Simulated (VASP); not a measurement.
# NaCl (Fm-3m) in VASP: notebook

NaCl is run at these levels: PBEsol; tasks: relaxation of cell and atoms.

Everything below comes from runs of VASP 6.6.1. Logs are shortened: lines on timing, memory, paths and dates and some standing lists are left out, and cuts for length are marked.

## (1) The cell of the first run

It takes space group Fm-3m (No. 225, cubic). The conventional cell has a = 5.602 Å, b = 5.602 Å, c = 5.602 Å, α = 90.00°, β = 90.00°, γ = 90.00°. Within 3.7 Å of Na (site symmetry m-3m) lie 6 Cl at 2.80 Å. Cl (site symmetry m-3m) has 6 Na at 2.80 Å within 3.7 Å.

## (2) Relaxation of cell and atoms, PBEsol, target pressure 4 GPa, at which the enthalpy is minimised

Contents of INCAR:

```
PREC     = Accurate       # precision mode
ENCUT    = 600            # plane-wave cutoff, eV
EDIFF    = 1E-6           # SCF threshold, eV
ISMEAR   = 0              # smearing method
SIGMA    = 0.01           # smearing width, eV
LREAL    = F              # projectors in reciprocal space
LASPH    = T              # aspherical terms in the spheres
NELM     = 60             # most SCF steps
ALGO     = Normal         # electronic algorithm
ISIF     = 3              # what is computed and relaxed
LWAVE    = F              # write WAVECAR
LCHARG   = F              # write CHGCAR
GGA      = PS             # functional
IBRION   = 2              # ionic algorithm
NSW      = 100            # ionic steps
EDIFFG   = -0.002         # ionic threshold
PSTRESS  = 40.0
```

Contents of KPOINTS:

```
regular mesh
0
Gamma
  8 8 8
```

Contents of POSCAR:

```
NaCl
1.0
    2.8009524961      2.8009524961      0.0000000000
   -2.8009524961      2.8009524961      0.0000000000
    0.0000000000      2.8009524961      2.8009524961
Na Cl
1 1
Direct
    0.0000000000      0.0000000000      0.0000000000
    0.5000000000      0.5000000000      0.0000000000
```

Potentials or basis: VASP PAW PBE potentials, release 64 (Na_pv, Cl).

On the command line:

```sh
cat potpaw_PBE.64/Na_pv/POTCAR potpaw_PBE.64/Cl/POTCAR > POTCAR
mpirun -np 1 vasp_std > vasp.out
```

OUTCAR:

```text
PREC = Accurate
   ENCUT = 600
   EDIFF = 1E-6
   ISMEAR = 0
   LREAL = F
   LASPH = T
   NELM = 60
   ISIF = 3
   GGA = PS
   IBRION = 2
   NSW = 100
   EDIFFG = -0.002
   PSTRESS = 40.0

 ion  position               nearest neighbor table
   1  0.000  0.000  0.000-
   2  0.500  0.500  0.000-

  LATTYP: Found a face centered cubic cell.
 ALAT       =     5.6019049922

  Lattice vectors:

 A1 = (   0.0000000000,   2.8009524961,   2.8009524961)
 A2 = (   2.8009524961,   0.0000000000,   2.8009524961)
 A3 = (   2.8009524961,   2.8009524961,   0.0000000000)

Analysis of symmetry for initial positions (statically):
=====================================================================
 Subroutine PRICEL returns:
 Original cell was already a primitive cell.

 Routine SETGRP: Setting up the symmetry group for a
 face centered cubic supercell.

 Subroutine GETGRP returns: Found 48 space group operations
 (whereof 48 operations were pure point group operations)
 out of a pool of 48 trial point group operations.

The static configuration has the point symmetry O_h .

Analysis of symmetry for dynamics (positions and initial velocities):
=====================================================================
 Subroutine PRICEL returns:
 Original cell was already a primitive cell.

 Routine SETGRP: Setting up the symmetry group for a
 face centered cubic supercell.

 Subroutine GETGRP returns: Found 48 space group operations
 (whereof 48 operations were pure point group operations)
 out of a pool of 48 trial point group operations.

The dynamic configuration has the point symmetry O_h .

 Subroutine INISYM returns: Found 48 space group operations
 (whereof 48 operations are pure point group operations),
 and found     1 'primitive' translations

----------------------------------------------------------------------------------------

                                     Primitive cell

  volume of cell :      43.9488

  direct lattice vectors                    reciprocal lattice vectors
     2.800952496  2.800952496  0.000000000     0.178510703  0.178510703 -0.178510703
    -2.800952496  2.800952496  0.000000000    -0.178510703  0.178510703 -0.178510703
     0.000000000  2.800952496  2.800952496     0.000000000  0.000000000  0.357021407

  length of vectors
     3.961145008  3.961145008  3.961145008     0.309189608  0.309189608  0.357021407

  position of ions in fractional coordinates (direct lattice)
     0.000000000  0.000000000  0.000000000
     0.500000000  0.500000000  0.000000000

  ion indices of the primitive-cell ions
   primitive index   ion index
                 1           1
                 2           2

----------------------------------------------------------------------------------------

 KPOINTS: regular mesh

Automatic generation of k-mesh.
 Grid dimensions read from file:
 generate k-points for:    8    8    8

 Generating k-lattice:

  Cartesian coordinates                     Fractional coordinates (reciprocal lattice)
     0.022313838  0.022313838 -0.022313838     0.125000000  0.000000000  0.000000000
    -0.022313838  0.022313838 -0.022313838     0.000000000  0.125000000  0.000000000
     0.000000000  0.000000000  0.044627676     0.000000000  0.000000000  0.125000000

  Length of vectors
     0.038648701  0.038648701  0.044627676

  Shift w.r.t. Gamma in fractional coordinates (k-lattice)
     0.000000000  0.000000000  0.000000000

 Subroutine IBZKPT returns following result:
 ===========================================

 Found     29 irreducible k-points:

 Following reciprocal coordinates:
            Coordinates               Weight
  0.000000  0.000000  0.000000      1.000000
  0.125000  0.000000  0.000000      8.000000
  0.250000  0.000000  0.000000      8.000000
  0.375000  0.000000  0.000000      8.000000
  0.500000  0.000000  0.000000      4.000000
  0.125000  0.125000  0.000000     12.000000
[... 16 lines left out ...]
  0.375000  0.250000  0.125000     48.000000
  0.500000  0.250000  0.125000     24.000000
 [... further k-points ...]
[... 36 lines left out ...]
      direct lattice vectors                 reciprocal lattice vectors
     2.800952496  2.800952496  0.000000000     0.178510703  0.178510703 -0.178510703
    -2.800952496  2.800952496  0.000000000    -0.178510703  0.178510703 -0.178510703
     0.000000000  2.800952496  2.800952496     0.000000000  0.000000000  0.357021407
[... 8 lines left out ...]
  FREE ENERGIE OF THE ION-ELECTRON SYSTEM (eV)
  ---------------------------------------------------
  free  energy   TOTEN  =        -6.9986356008 eV

  energy  without entropy=       -6.9986356008  energy(sigma->0) =       -6.99863560

  enthalpy is  TOTEN    =        -5.9014082256 eV   P V=        1.0972273752

--------------------------------------- Ionic step        2  -------------------------------------------

 number of electron      13.9999991 magnetization

 E-fermi :  -0.0146     XC(G=0):  -8.7807

 val. band max:       -0.1687638878   @ k =   0.0000   0.0000   0.0000
 cond. band min:       5.1559176289   @ k =   0.0000   0.0000   0.0000
 fundamental gap:      5.3246815167
 Fermi energy:        -0.0146034586

 k-point     1 :       0.0000    0.0000    0.0000
  band No.  band energies     occupation
      1     -20.6525      2.00000
      2     -20.6525      2.00000
      3     -20.6525      2.00000
      4     -13.0651      2.00000
      5      -0.1688      2.00000
      6      -0.1688      2.00000
      7      -0.1688      2.00000
      8       5.1559      0.00000
      9      10.9097      0.00000
     10      10.9097      0.00000
     11      10.9097      0.00000

 k-point     2 :       0.1250    0.0000    0.0000
  band No.  band energies     occupation
      1     -20.6599      2.00000
      2     -20.6530      2.00000
      3     -20.6530      2.00000
      4     -13.0010      2.00000
      5      -0.6129      2.00000
      6      -0.2204      2.00000
      7      -0.2204      2.00000
      8       5.7015      0.00000
      9      10.3555      0.00000
     10      11.1307      0.00000
     11      11.1307      0.00000
[... 375 lines left out ...]
  FREE ENERGIE OF THE ION-ELECTRON SYSTEM (eV)
  ---------------------------------------------------
  free  energy   TOTEN  =        -6.9369642385 eV

  energy  without entropy=       -6.9369642385  energy(sigma->0) =       -6.93696424

  enthalpy is  TOTEN    =        -5.9664062050 eV   P V=        0.9705580335

--------------------------------------- Ionic step        4  -------------------------------------------

 number of electron      14.0000001 magnetization

 Free energy of the ion-electron system (eV)
  ---------------------------------------------------
  ext. energy  EPLUGINS =         0.00000000
  ---------------------------------------------------
  free energy    TOTEN  =        -6.94318423 eV

  energy without entropy =       -6.94318423  energy(sigma->0) =       -6.94318423

 E-fermi :   0.2057     XC(G=0):  -8.9519

 val. band max:        0.0845172099   @ k =   0.0000   0.0000   0.0000
 cond. band min:       5.5710198834   @ k =   0.0000   0.0000   0.0000
 fundamental gap:      5.4865026735
 Fermi energy:         0.2056628815

 k-point     1 :       0.0000    0.0000    0.0000
  band No.  band energies     occupation
      1     -20.3518      2.00000
      2     -20.3518      2.00000
      3     -20.3518      2.00000
      4     -12.9190      2.00000
      5       0.0845      2.00000
      6       0.0845      2.00000
      7       0.0845      2.00000
      8       5.5710      0.00000
      9      11.1831      0.00000
     10      11.1831      0.00000
     11      11.1831      0.00000

 k-point     2 :       0.1250    0.0000    0.0000
  band No.  band energies     occupation
      1     -20.3606      2.00000
      2     -20.3524      2.00000
      3     -20.3524      2.00000
      4     -12.8479      2.00000
      5      -0.3848      2.00000
      6       0.0285      2.00000
      7       0.0285      2.00000
      8       6.1316      0.00000
      9      10.6347      0.00000
     10      11.4148      0.00000
     11      11.4148      0.00000
[... 330 lines left out ...]
 POSITION                                       TOTAL-FORCE (eV/Angst)
 -----------------------------------------------------------------------------------
      0.00000      0.00000     -0.00000         0.000000     -0.000000      0.000000
      0.00000      2.69421      0.00000        -0.000000      0.000000      0.000000
 -----------------------------------------------------------------------------------
    total drift:                                0.000000     -0.000000     -0.000000

  FREE ENERGIE OF THE ION-ELECTRON SYSTEM (eV)
  ---------------------------------------------------
  free  energy   TOTEN  =        -6.9431842257 eV

  energy  without entropy=       -6.9431842257  energy(sigma->0) =       -6.94318423

  enthalpy is  TOTEN    =        -5.9666764311 eV   P V=        0.9765077946

 reached required accuracy - stopping structural energy minimisation
```

Run time: 28 s. Hardware: 1 thread of Intel Xeon Platinum 8259CL at 2.50GHz (Skylake/Cascade Lake), shared host; peak memory 0.18 GiB.

What came out:

```
Free energy                                                : -6.9432 eV
Relaxed volume                                             : 19.56 Å³/atom
Relaxed cell                                               : a = 3.810 Å, b = 3.810 Å, c = 3.810 Å, α = 60.00°, β = 60.00°, γ = 90.00°
Space group after relaxing (to 0.1 Å)                      : Fm-3m (No. 225)
Energy change on relaxing (the run minimises the enthalpy) : +27.7 meV/atom
Ionic steps                                                : 4
Pressure after relaxing                                    : 4.0 GPa
Band gap on the k mesh                                     : 5.49 eV
```

Step by step:
| step | energy change (eV) | largest force (eV/Å) | pressure (GPa) | volume (Å³) |
| --- | --- | --- | --- | --- |
| 1 | 0.0000 | 0.0000 | 0.05 | 43.95 |
| 2 | 0.0252 | 0.0000 | 2.43 | 40.59 |
| 3 | 0.0617 | 0.0000 | 4.27 | 38.88 |
| 4 | 0.0555 | 0.0000 | 3.98 | 39.11 |

Final structure:
```
Na Cl
1.0
     2.69421    2.69421    0.00000
    -2.69421    2.69421    0.00000
     0.00000    2.69421    2.69421
Na Cl
1 1
Cartesian
  0.0000 0.0000 0.0000
  0.0000 2.6942 0.0000
```

Levels at points of the mesh, in eV from the valence-band top:
| k point | band 3 | band 4 | band 5 | band 6 | band 7 | band 8 | band 9 | band 10 | band 11 |
| --- | --- | --- | --- | --- | --- | --- | --- | --- | --- |
| (0.00, 0.00, 0.00) | -20.44 | -13.00 | 0.00 | 0.00 | 0.00 | 5.49 | 11.10 | 11.10 | 11.10 |
| (0.50, 0.00, 0.00) | -20.44 | -12.48 | -2.43 | -0.36 | -0.36 | 7.29 | 11.17 | 11.17 | 11.64 |
| (0.50, 0.50, 0.00) | -20.45 | -12.43 | -2.11 | -0.76 | -0.76 | 7.72 | 7.81 | 12.13 | 15.87 |

Caveat: the cell is relaxed towards a set pressure, so the run minimises the enthalpy, not the energy; the PAW data sets were made with another functional, which shifts forces and pressure a little.

## (3) Relaxation of cell and atoms, PBEsol, target pressure 7 GPa, at which the enthalpy is minimised

Contents of INCAR:

```
  ALGO = Normal
  EDIFF = 1E-7
  EDIFFG = -0.002
  ENCUT = 600
  GGA = PS
  IBRION = 2
  ISIF = 3
  ISMEAR = 0
  LASPH = T
  LCHARG = F
  LREAL = F
  LWAVE = F
  NELM = 80
  NSW = 100
  PREC = Accurate
  PSTRESS = 70.0
  SIGMA = 0.01
```

Contents of KPOINTS:

```
k-points
0
Gamma
  8 8 8
```

POSCAR is that of step 2.

Potentials or basis: VASP PAW PBE potentials, release 64 (Na_pv, Cl).

On the command line:

```sh
cat potpaw_PBE.64/Na_pv/POTCAR potpaw_PBE.64/Cl/POTCAR > POTCAR
mpirun -np 1 vasp_std > vasp.out
```

It took 42 s on 1 thread of Intel Xeon Platinum 8259CL at 2.50GHz (Skylake/Cascade Lake), shared host; peak memory 0.18 GiB.

The run converged. Its results:

```yaml
Free_energy: -6.8664 eV
Relaxed_volume: 18.43 Å³/atom
Relaxed_cell: a = 3.735 Å, b = 3.735 Å, c = 3.735 Å, α = 60.00°, β = 60.00°, γ = 90.00°
Space_group_after_relaxing_to_0.1_Å: Fm-3m (No. 225)
Energy_change_on_relaxing_the_run_minimises_the_enthalpy: +66.1 meV/atom
Ionic_steps: 5
Pressure_after_relaxing: 7.0 GPa
Band_gap_on_the_k_mesh: 5.77 eV
```

Step by step:
| step | energy change (eV) | largest force (eV/Å) | pressure (GPa) | volume (Å³) |
| --- | --- | --- | --- | --- |
| 1 | 0.0000 | 0.0000 | 0.05 | 43.95 |
| 2 | 0.0829 | 0.0000 | 5.19 | 38.16 |
| 3 | 0.1284 | 0.0000 | 6.87 | 36.94 |
| 4 | 0.1342 | 0.0000 | 7.07 | 36.81 |
| 5 | 0.1323 | 0.0000 | 6.99 | 36.86 |

Final structure:
```
CELL_PARAMETERS angstrom
2.64135 2.64135 0.00000
-2.64135 2.64135 0.00000
0.00000 2.64135 2.64135
ATOMIC_POSITIONS crystal
Na 0.00000 0.00000 0.00000
Cl 0.50000 0.50000 0.00000
```

Levels at points of the mesh, in eV from the valence-band top:
```
           k point  band 4  band 5  band 6  band 7  band 8  band 9  band 10  band 11
(0.00, 0.00, 0.00)  -13.19    0.00    0.00    0.00    5.77   11.12    11.12    11.12
(0.50, 0.00, 0.00)  -12.57   -2.66   -0.41   -0.41    7.37   11.29    11.29    12.16
(0.50, 0.50, 0.00)  -12.53   -2.30   -0.83   -0.83    7.61    7.96    12.60    15.95
```

Caveat: the cell is relaxed towards a set pressure, so the run minimises the enthalpy, not the energy; the volume moved by over 15 % at a fixed basis, so the end points are rough; the PAW data sets were made with another functional, which shifts forces and pressure a little.

## (4) Relaxation of cell and atoms, PBEsol, target pressure 10 GPa, at which the enthalpy is minimised

Contents of INCAR:

```
ALGO     = Normal         # electronic algorithm
EDIFF    = 1E-7           # SCF threshold, eV
EDIFFG   = -0.002         # ionic threshold
ENCUT    = 600            # plane-wave cutoff, eV
GGA      = PS             # functional
IBRION   = 2              # ionic algorithm
ISIF     = 3              # what is computed and relaxed
ISMEAR   = 0              # smearing method
LASPH    = T              # aspherical terms in the spheres
LCHARG   = F              # write CHGCAR
LREAL    = F              # projectors in reciprocal space
LWAVE    = F              # write WAVECAR
NELM     = 60             # most SCF steps
NSW      = 100            # ionic steps
PREC     = Accurate       # precision mode
PSTRESS  = 100.0        
SIGMA    = 0.01           # smearing width, eV
```

KPOINTS is that of step 3.

POSCAR is that of step 3.

On the command line:

```sh
cat potpaw_PBE.64/Na_pv/POTCAR potpaw_PBE.64/Cl/POTCAR > POTCAR
mpirun -np 1 vasp_std > vasp.out
```

Run time: 44 s. Hardware: 1 thread of Intel Xeon Platinum 8259CL at 2.50GHz (Skylake/Cascade Lake), shared host; peak memory 0.18 GiB.

Results (log left out):

```yaml
Free_energy: -6.7753 eV
Relaxed_volume: 17.56 Å³/atom
Relaxed_cell: a = 3.676 Å, b = 3.676 Å, c = 3.676 Å, α = 60.00°, β = 60.00°, γ = 90.00°
Space_group_after_relaxing_to_0.1_Å: Fm-3m (No. 225)
Energy_change_on_relaxing_the_run_minimises_the_enthalpy: +111.7 meV/atom
Ionic_steps: 5
Pressure_after_relaxing: 10.0 GPa
Band_gap_on_the_k_mesh: 6.01 eV
```

Step by step:
| step | energy change (eV) | largest force (eV/Å) | pressure (GPa) | volume (Å³) |
| --- | --- | --- | --- | --- |
| 1 | 0.0000 | 0.0000 | 0.05 | 43.95 |
| 2 | 0.1826 | 0.0000 | 8.69 | 35.83 |
| 3 | 0.2216 | 0.0000 | 9.92 | 35.15 |
| 4 | 0.2319 | 0.0000 | 10.24 | 34.99 |
| 5 | 0.2234 | 0.0000 | 9.98 | 35.12 |

Final structure:
```cif
data_structure
_symmetry_space_group_name_H-M 'P 1'
_symmetry_Int_Tables_number 1
_cell_length_a 3.6760
_cell_length_b 3.6760
_cell_length_c 3.6760
_cell_angle_alpha 60.000
_cell_angle_beta 60.000
_cell_angle_gamma 90.000
_cell_volume 35.12
loop_
_atom_site_label
_atom_site_type_symbol
_atom_site_fract_x
_atom_site_fract_y
_atom_site_fract_z
_atom_site_occupancy
Na1 Na 0.00000 0.00000 0.00000 1
Cl1 Cl 0.50000 0.50000 0.00000 1
```

Levels at points of the mesh, in eV from the valence-band top:
```
           k point  band 3  band 4  band 5  band 6  band 7  band 8  band 9  band 10  band 11
(0.00, 0.00, 0.00)  -20.34  -13.36    0.00    0.00    0.00    6.01   11.13    11.13    11.13
(0.50, 0.00, 0.00)  -20.34  -12.65   -2.86   -0.45   -0.45    7.44   11.38    11.38    12.59
(0.50, 0.50, 0.00)  -20.36  -12.61   -2.47   -0.89   -0.89    7.51    8.09    13.00    16.11
```

Caveat: the cell is relaxed towards a set pressure, so the run minimises the enthalpy, not the energy; the volume moved by over 15 % at a fixed basis, so the end points are rough; the PAW data sets were made with another functional, which shifts forces and pressure a little.

## (5) Relaxation of cell and atoms, PBEsol, target pressure 15 GPa, at which the enthalpy is minimised

Contents of INCAR:

```
SYSTEM = NaCl
  PREC = Accurate
  ENCUT = 600
  EDIFF = 1E-6
  ISMEAR = 0
  SIGMA = 0.01
  LREAL = .False.
  LASPH = .True.
  NELM = 80
  ALGO = Normal
  ISIF = 3
  LWAVE = .False.
  LCHARG = .False.
  GGA = PS
  IBRION = 2
  NSW = 100
  EDIFFG = -0.002
  PSTRESS = 150.0
```

Contents of KPOINTS:

```
regular mesh
0
Gamma
  8 8 8
  0 0 0
```

POSCAR is that of step 4.

On the command line:

```sh
cat potpaw_PBE.64/Na_pv/POTCAR potpaw_PBE.64/Cl/POTCAR > POTCAR
mpirun -np 1 vasp_std > vasp.out
```

Run time: 75 s. Hardware: 1 thread of Intel Xeon Platinum 8259CL at 2.50GHz (Skylake/Cascade Lake), shared host; peak memory 0.18 GiB.

Results (log left out):

* Free energy: -6.6051 eV
* Relaxed volume: 16.46 Å³/atom
* Relaxed cell: a = 3.597 Å, b = 3.597 Å, c = 3.597 Å, α = 60.00°, β = 60.00°, γ = 90.00°
* Space group after relaxing (to 0.1 Å): Fm-3m (No. 225)
* Energy change on relaxing (the run minimises the enthalpy): +196.8 meV/atom
* Ionic steps: 16
* Pressure after relaxing: 15.0 GPa
* Band gap on the k mesh: 6.38 eV

Step by step:
```tsv
step	energy change (eV)	largest force (eV/Å)	pressure (GPa)	volume (Å³)
1	0.0000	0.0000	0.05	43.95
2	0.4698	0.0000	17.15	32.16
3	0.3956	0.0000	15.08	32.90
4	0.3771	0.0000	14.46	33.10
5	0.3777	0.0000	14.56	33.09
6	0.3797	0.0000	14.60	33.07
7	0.3797	0.0000	14.60	33.07
8	0.3799	0.0000	14.59	33.07
9	0.3801	0.0000	14.59	33.06
10	0.3806	0.0000	14.64	33.06
11	0.3815	0.0000	14.65	33.05
12	0.3834	0.0000	14.71	33.03
13	0.3873	0.0000	14.82	32.99
14	0.3950	0.0000	15.07	32.90
15	0.3929	0.0000	14.97	32.92
16	0.3935	0.0000	15.01	32.92
```

Final structure:
```yaml
crystal:
  lattice:
    - [2.54372, 2.54372, 0.00000]
    - [-2.54372, 2.54372, 0.00000]
    - [0.00000, 2.54372, 2.54372]
  atoms:
    - { symbol: Na, position: [0.00000, 0.00000, 0.00000] }
    - { symbol: Cl, position: [0.50000, 0.50000, 0.00000] }
```

Levels at points of the mesh, in eV from the valence-band top:
```csv
k point,band 4,band 5,band 6,band 7,band 8,band 9,band 10,band 11
"(0.00, 0.00, 0.00)",-13.61,0.00,0.00,0.00,6.38,11.12,11.12,11.12
"(0.50, 0.00, 0.00)",-12.76,-3.15,-0.51,-0.51,7.51,11.50,11.50,13.19
"(0.50, 0.50, 0.00)",-12.73,-2.71,-0.98,-0.98,7.35,8.25,13.56,16.32
```

Caveat: the cell is relaxed towards a set pressure, so the run minimises the enthalpy, not the energy; the volume moved by over 15 % at a fixed basis, so the end points are rough; the PAW data sets were made with another functional, which shifts forces and pressure a little.

## (6) Summary

| cell | gap on the mesh (eV) | pressure (GPa) |
| --- | --- | --- |
| relaxed to 4 GPa | 5.49 | 4.0 |
| relaxed to 7 GPa | 5.77 | 7.0 |
| relaxed to 10 GPa | 6.01 | 10.0 |
| relaxed to 15 GPa | 6.38 | 15.0 |

Alike in all rows: task relaxation of cell and atoms; level PBEsol; potentials or basis VASP PAW PBE potentials, release 64 (Na_pv, Cl); no spin polarisation; k mesh 8 × 8 × 8; cutoff (eV) 600; smearing gaussian 0.01 eV.

Caveats: the cell is relaxed towards a set pressure, so the run minimises the enthalpy, not the energy; the PAW data sets were made with another functional, which shifts forces and pressure a little; the volume moved by over 15 % at a fixed basis, so the end points are rough (at least some runs).

Total energies depend on the potentials used, so only differences within one code and one set of settings carry meaning.
